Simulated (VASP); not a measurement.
# Pb12O in VASP: single point with LDA

Aim: the single point of Pb12O with LDA.

All numbers are computed with VASP 6.6.1; they aren't measurements. Logs are shortened: lines on timing, memory, paths and dates and some standing lists are left out, and cuts for length are marked.

**1. The cell of the first run**

The cell holds a slab with vacuum, 13 atoms: a = 7.000 Å, b = 7.000 Å, c = 18.716 Å, α = 90.00°, β = 90.00°, γ = 60.00°.

**2. Single point, LDA**

The input, INCAR:

```
SYSTEM = Pb12O
PREC = Accurate
ENCUT = 520
EDIFF = 1E-6
ISMEAR = -1
SIGMA = 0.1
LREAL = .False.
LASPH = .True.
NELM = 80
ALGO = Normal
ISIF = 2
LWAVE = .False.
LCHARG = .False.
GGA = CA
NBANDS = 99
```

The input, KPOINTS:

```
regular mesh
0
Gamma
  3 3 1
  0 0 0
```

The input, POSCAR:

```
Pb12O
1.0
    7.0003570000      0.0000000000      0.0000000000
    3.5001790000      6.0624870000      0.0000000000
    0.0000000000      0.0000000000     18.7157680000
Pb O
12 1
Direct
    0.1666667207      0.1666667491      0.0534308825
    0.6666666492      0.1666667491      0.0534308825
    0.1666666905      0.6666666667      0.0534308825
    0.6666667619      0.6666666667      0.0534308825
   -0.1824284558      0.3256211518      0.1957812792
    0.2948966404      0.3514560938      0.1881078030
   -0.1698853169      0.8448461828      0.1942560412
    0.3618630046      0.8237738077      0.1938066875
    0.0144544026     -0.0076236040      0.3320955357
    0.4988922419      0.0193804952      0.3380002894
   -0.0142881915      0.5078095838      0.3321161066
    0.4899009570      0.4957396197      0.3391648155
    0.5097726841     -0.2487672139      0.3945974859
```

Potentials or basis: VASP PAW LDA potentials, release 64 (Pb_d, O).

Launch:

```sh
> cat potpaw_LDA.64/Pb_d/POTCAR potpaw_LDA.64/O/POTCAR > POTCAR
> mpirun -np 1 vasp_std > vasp.out
```

OUTCAR:

```text
SYSTEM = Pb12O
   PREC = Accurate
   ENCUT = 520
   EDIFF = 1E-6
   ISMEAR = -1
   LREAL = .False.
   LASPH = .True.
   NELM = 80
   ISIF = 2
   GGA = CA

 ion  position               nearest neighbor table
   1  0.167  0.167  0.053-   6 3.16   8 3.35   5 3.40   4 3.50   3 3.50   2 3.50   4 3.50   2 3.50
                             3 3.50
   2  0.667  0.167  0.053-   5 3.26   7 3.28   6 3.38   3 3.50   1 3.50   4 3.50   4 3.50   3 3.50
                             1 3.50
   3  0.167  0.667  0.053-   6 3.17   7 3.33   8 3.39   2 3.50   1 3.50   4 3.50   2 3.50   4 3.50
                             1 3.50
   4  0.667  0.667  0.053-   8 3.21   7 3.35   5 3.38   1 3.50   3 3.50   2 3.50   2 3.50   1 3.50
                             3 3.50
   5  0.818  0.326  0.196-   2 3.26   9 3.26  11 3.32   7 3.32  12 3.34   8 3.35   4 3.38   1 3.40
                             6 3.44   6 3.57   8 3.67   7 3.68
   6  0.295  0.351  0.188-   1 3.16   3 3.17  11 3.28   7 3.36   2 3.38   5 3.44  10 3.46   8 3.48
                            12 3.50   8 3.57   5 3.57   7 3.65
   7  0.830  0.845  0.194-   9 3.27   2 3.28  11 3.29   5 3.32   3 3.33   4 3.35   8 3.35  10 3.36
                             6 3.36   8 3.65   6 3.65   5 3.68
   8  0.362  0.824  0.194-   4 3.21   9 3.34   5 3.35   7 3.35   1 3.35  10 3.38  12 3.38   3 3.39
                             6 3.48   6 3.57   7 3.65   5 3.67
   9  0.014  0.992  0.332-   5 3.26   7 3.27   8 3.34  12 3.41  10 3.49  11 3.50  11 3.51  10 3.52
                            12 3.60
  10  0.499  0.019  0.338-  13 2.12  12 3.30   7 3.36   8 3.38   6 3.46   9 3.49  11 3.50  11 3.51
                             9 3.52  12 3.70
  11  0.986  0.508  0.332-   6 3.28   7 3.29   5 3.32  12 3.49   9 3.50  10 3.50  10 3.51   9 3.51
                            12 3.52
  12  0.490  0.496  0.339-  13 2.13  10 3.30   5 3.34   8 3.38   9 3.41  11 3.49   6 3.50  11 3.52
                             9 3.60  10 3.70
  13  0.510  0.751  0.395-  10 2.12  12 2.13

  LATTYP: Found a hexagonal cell.
 ALAT       =     7.0003572521
 C/A-ratio  =     2.6735446958

  Lattice vectors:

 A1 = (  -3.5001790000,  -6.0624870000,   0.0000000000)
 A2 = (   7.0003570000,   0.0000000000,   0.0000000000)
 A3 = (   0.0000000000,   0.0000000000,  18.7157680000)

Analysis of symmetry for initial positions (statically):
=====================================================================
 Subroutine PRICEL returns:
 Original cell was already a primitive cell.

 Routine SETGRP: Setting up the symmetry group for a
 hexagonal supercell.

 Subroutine GETGRP returns: Found  1 space group operations
 (whereof  1 operations were pure point group operations)
 out of a pool of 24 trial point group operations.

The static configuration has the point symmetry C_1 .

Analysis of symmetry for dynamics (positions and initial velocities):
=====================================================================
 Subroutine PRICEL returns:
 Original cell was already a primitive cell.

 Routine SETGRP: Setting up the symmetry group for a
 hexagonal supercell.

 Subroutine GETGRP returns: Found  1 space group operations
 (whereof  1 operations were pure point group operations)
 out of a pool of 24 trial point group operations.

The dynamic configuration has the point symmetry C_1 .

 Subroutine INISYM returns: Found  1 space group operations
 (whereof  1 operations are pure point group operations),
 and found     1 'primitive' translations

----------------------------------------------------------------------------------------

                                     Primitive cell

  volume of cell :     794.2892

  direct lattice vectors                    reciprocal lattice vectors
     7.000357000  0.000000000  0.000000000     0.142849858 -0.082474415  0.000000000
     3.500179000  6.062487000  0.000000000     0.000000000  0.164948807  0.000000000
     0.000000000  0.000000000 18.715768000     0.000000000  0.000000000  0.053430882

  length of vectors
[... 30 lines left out ...]
                12          12
                13          13

----------------------------------------------------------------------------------------

 KPOINTS: regular mesh

Automatic generation of k-mesh.
 Grid dimensions read from file:
 generate k-points for:    3    3    1

 Generating k-lattice:

  Cartesian coordinates                     Fractional coordinates (reciprocal lattice)
     0.047616619 -0.027491472  0.000000000     0.333333333  0.000000000  0.000000000
     0.000000000  0.054982936  0.000000000     0.000000000  0.333333333  0.000000000
     0.000000000  0.000000000  0.053430882     0.000000000  0.000000000  1.000000000

  Length of vectors
     0.054982938  0.054982936  0.053430882

  Shift w.r.t. Gamma in fractional coordinates (k-lattice)
     0.000000000  0.000000000  0.000000000

 Subroutine IBZKPT returns following result:
 ===========================================

 Found      5 irreducible k-points:

 Following reciprocal coordinates:
            Coordinates               Weight
  0.000000  0.000000  0.000000      1.000000
  0.333333  0.000000  0.000000      2.000000
  0.333333  0.333333  0.000000      2.000000
  0.000000  0.333333  0.000000      2.000000
 -0.333333  0.333333  0.000000      2.000000
   k-points           NKPTS =      5   k-points in BZ     NKDIM =      5   number of bands    NBANDS=     99
   number of dos      NEDOS =    301   number of ions     NIONS =     13
   total plane-waves  NPLWV = 408240
   dimension x,y,z NGX =    54 NGY =   54 NGZ =  140
   dimension x,y,z NGXF=   108 NGYF=  108 NGZF=  280
   ions per type =              12   1
   NGX,Y,Z   is equivalent  to a cutoff of  12.82, 12.82, 12.44 a.u.
   NGXF,Y,Z  is equivalent  to a cutoff of  25.65, 25.65, 24.87 a.u.
 SYSTEM =  Pb12O
   PREC   = accura    normal or accurate (medium, high low for compatibility)
   ISTART =      0    job   : 0-new  1-cont  2-samecut
   ICHARG =      2    charge: 1-file 2-atom 10-const
   ISPIN  =      1    spin polarized calculation?
   LNONCOLLINEAR =      F non collinear calculations
   LSORBIT =      F    spin-orbit coupling
   LASPH  =      T    aspherical Exc in radial PAW
   ENCUT  =  520.0 eV  38.22 Ry    6.18 a.u.  13.02 13.02 34.80*2*pi/ulx,y,z
   NELM   =     80;   NELMIN=  2; NELMDL= -5     # of ELM steps
   EDIFF  = 0.1E-05   stopping-criterion for ELM
   LREAL  =      F    real-space projection
   EDIFFG = 0.1E-04   stopping-criterion for IOM
   NSW    =      0    number of steps for IOM
   IBRION =     -1    ionic relax: 0-MD 1-quasi-New 2-CG
   NFREE  =      0    steps in history (QN), initial steepest desc. (CG)
   ISIF   =      2    stress and relaxation
   ISYM   =      2    0-nonsym 1-usesym 2-fastsym
   POTIM  = 0.5000    time-step for ionic-motion
   TEBEG  =    0.0;   TEEND  =   0.0 temperature during run
   PSTRESS=    0.0 pullay stress
   NELECT =     174.0000    total number of electrons
   NUPDOWN=      -1.0000    fix difference up-down
   EMIN   =  10.00;   EMAX   =-10.00  energy-range for DOS
   EFERMI =   0.00;   METHOD = LEGACY
   ISMEAR =    -1;   SIGMA  =   0.10  broadening in eV -4-tet -1-fermi 0-gaus
   EFERMI_NEDOS =   21; number of points for ismear=-14 and -15
   IALGO  =     38    algorithm
   IMIX   =      4    mixing-type and parameters
     AMIX     =   0.40;   BMIX     =  1.00
     AMIX_MAG =   1.60;   BMIX_MAG =  1.00
  volume/ion in A,a.u.               =      61.10       412.32
  Fermi-wavevector in a.u.,A,eV,Ry     =   0.986882  1.864936 13.251193  0.973935
  Thomas-Fermi vector in A             =   2.118295
   LORBIT       =      0    0 simple, 1 ext, 2 COOP (PROOUT), +10 PAW based schemes
   GGA     = CA    functional components
   LHFCALC =     F    Hartree Fock is set to
   AEXX    =    0.0000 exact exchange contribution
   IVDW    =     0    specifies the selected vdW correction
   LEPSILON=     F    determine dielectric tensor
   LRPA    =     F    only Hartree local field effects (RPA)
 non-spin polarized calculation
  energy-cutoff  :      520.00
  volume of cell :      794.29
 maximum number of plane-waves:     21441
 NGX is ok and might be reduce to    54
   NGX = 27   NGY = 27   NGZ = 69

 number of electron     174.0000011 magnetization

 Free energy of the ion-electron system (eV)
  ---------------------------------------------------
  ext. energy  EPLUGINS =         0.00000000
  ---------------------------------------------------
  free energy    TOTEN  =       -55.29295240 eV

  energy without entropy =      -55.07136113  energy(sigma->0) =      -55.18215677

 E-fermi :   0.9722     XC(G=0):  -5.5274

 val. band max:        0.8521983106   @ k =   0.0000   0.3333   0.0000
 cond. band min:       1.0023869572   @ k =   0.3333   0.0000   0.0000
 fundamental gap:      0.1501886467
 Fermi energy:         0.9721644723

 k-point     1 :       0.0000    0.0000    0.0000
  band No.  band energies     occupation
      1     -17.6532      2.00000
      2     -16.2364      2.00000
      3     -16.2352      2.00000
      4     -16.2251      2.00000
      5     -16.1588      2.00000
      6     -16.1569      2.00000
[... 499 lines left out ...]
     98       3.2482      0.00000
     99       3.4319      0.00000

------------------------ aborting loop because EDIFF is reached ----------------------------------------

  FORCE on cell =-STRESS in cart. coord.  units (eV):
  Direction    XX          YY          ZZ          XY          YZ          ZX
  --------------------------------------------------------------------------------------
  -------------------------------------------------------------------------------------
  Total       -1.3435241     -0.2004053      0.0159099      0.7534738     -0.0927986      0.0106170
  in kB       -2.7100506     -0.4042416      0.0320923      1.5198477     -0.1871860      0.0214157
  external PRESSURE =      -1.0274000 kB  Pullay stress =       0.0000000 kB

 VOLUME and BASIS-vectors are now :
 -----------------------------------------------------------------------------
  energy-cutoff  :      520.00
  volume of cell :      794.29
      direct lattice vectors                 reciprocal lattice vectors
     7.000357000  0.000000000  0.000000000     0.142849858 -0.082474415  0.000000000
     3.500179000  6.062487000  0.000000000     0.000000000  0.164948807  0.000000000
     0.000000000  0.000000000 18.715768000     0.000000000  0.000000000  0.053430882

 POSITION                                       TOTAL-FORCE (eV/Angst)
 -----------------------------------------------------------------------------------
      1.75009      1.01041      1.00000        -0.136063     -0.191293     -0.021366
      5.25027      1.01041      1.00000        -0.002037      0.007306      0.075909
      3.50018      4.04166      1.00000         0.140362      0.193618     -0.030614
      7.00036      4.04166      1.00000        -0.012853     -0.006076     -0.074912
      6.86302      1.97407      3.66420         0.002895      0.004050      0.003293
      3.29454      2.13070      3.52058         0.005597      0.001254      0.006374
      8.76821      5.12187      3.63565         0.001031      0.012907      0.011590
      5.41653      4.99412      3.62724         0.001508     -0.004317      0.006779
      3.57468      6.01627      6.21542         0.009032      0.004412      0.008365
      3.56026      0.11749      6.32594         0.020463      0.048733     -0.030220
      8.67776      3.07859      6.21581         0.001010     -0.009981      0.011770
      5.16466      3.00541      6.34773        -0.017556     -0.026205     -0.012330
      6.19804      4.55434      7.38519        -0.013386     -0.034408      0.045363
 -----------------------------------------------------------------------------------
    total drift:                                0.000258     -0.000060      0.000730

  FREE ENERGIE OF THE ION-ELECTRON SYSTEM (eV)
  ---------------------------------------------------
  free  energy   TOTEN  =       -55.2929523963 eV

  energy  without entropy=      -55.0713611346  energy(sigma->0) =      -55.18215677
```

Run time: 27 min. Hardware: 1 thread of Intel Xeon 8259CL, shared host; peak memory 0.74 GiB.

What came out:

| Quantity | Value |
| --- | --- |
| Free energy | -55.2930 eV |
| Largest force | 0.241 eV/Å |
| Band gap on the k mesh | zero (bands 87 and 88 overlap by 0.33 eV) |

Forces on the atoms (eV/Å):
```
Pb  -0.136 -0.191 -0.021
Pb  -0.002  0.007  0.076
Pb   0.140  0.194 -0.031
Pb  -0.013 -0.006 -0.075
Pb   0.003  0.004  0.003
Pb   0.006  0.001  0.006
Pb   0.001  0.013  0.012
Pb   0.002 -0.004  0.007
Pb   0.009  0.004  0.008
Pb   0.020  0.049 -0.030
Pb   0.001 -0.010  0.012
Pb  -0.018 -0.026 -0.012
O   -0.013 -0.034  0.045
```

Caveat: spin-orbit coupling is left out, which moves the levels of the heavy elements.
